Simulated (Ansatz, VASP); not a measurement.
One calculation of BeSi, two programs

File INCAR:

```
SYSTEM = BeSi
PREC = Accurate
ENCUT = 600
EDIFF = 1E-6
ISMEAR = -1
SIGMA = 0.05
LREAL = .FALSE.
LASPH = .TRUE.
NELM = 100
ALGO = Normal
ISIF = 3
LWAVE = .FALSE.
LCHARG = .FALSE.
GGA = PE
IBRION = 2
NSW = 100
EDIFFG = -0.005
```

Contents of KPOINTS:

```
Automatic mesh
0
G
  14 14 11
  0 0 0
```

The input POSCAR:

```
BeSi
1.0
    2.5385139928      0.0000000000      0.0000000000
    0.0000000000      2.5385139928      0.0000000000
    0.0000000000      0.0000000000      3.4523790302
Be Si
1 1
Direct
    0.0000000000      0.0000000000      0.0000000000
    0.5000000000      0.5000000000      0.5000000000
```

Input for Ansatz:

```yaml
crystal:
  lattice:
    - [2.5385139928, 0.0, 0.0]
    - [0.0, 2.5385139928, 0.0]
    - [0.0, 0.0, 3.4523790302]
  atoms:
    - { symbol: Be, position: [0.0, 0.0, 0.0] }
    - { symbol: Si, position: [0.5, 0.5, 0.5] }
kpoints:
  mp_grid: { grid: [14, 14, 11] }
scf:
  occupations: { method: fermi_dirac, width: 0.05 }
hamiltonian:
  xc: pbe
  pseudopotentials: { kind: paw }
output:
  forces: true
  stress: true
relax:
  f_tol: 0.005
  max_steps: 80
  cell: {}
```

Alike in both runs: task relaxation of cell and atoms; functional PBE; k mesh 14 × 14 × 11; occupations fermi-dirac, width 0.05 eV; no spin polarisation.

|  | VASP | Ansatz |
| --- | --- | --- |
| version | VASP 6.6.1 | Ansatz 0.2.0 |
| potentials or method | VASP PAW PBE potentials, release 64 (Be, Si) | PAW with Ansatz's default frozen-core files, scalar-relativistic |
| plane-wave cutoff (eV) | 600 | 420 |
| valence electrons in the cell | 6 | 6 |

```csv
,VASP,Ansatz,Ansatz less VASP
relaxed volume (Å³/atom),11.17,11.17,-0.005
relaxed length of the cell vector where the two differ most in proportion (Å),2.556,2.556,-0.0005
```
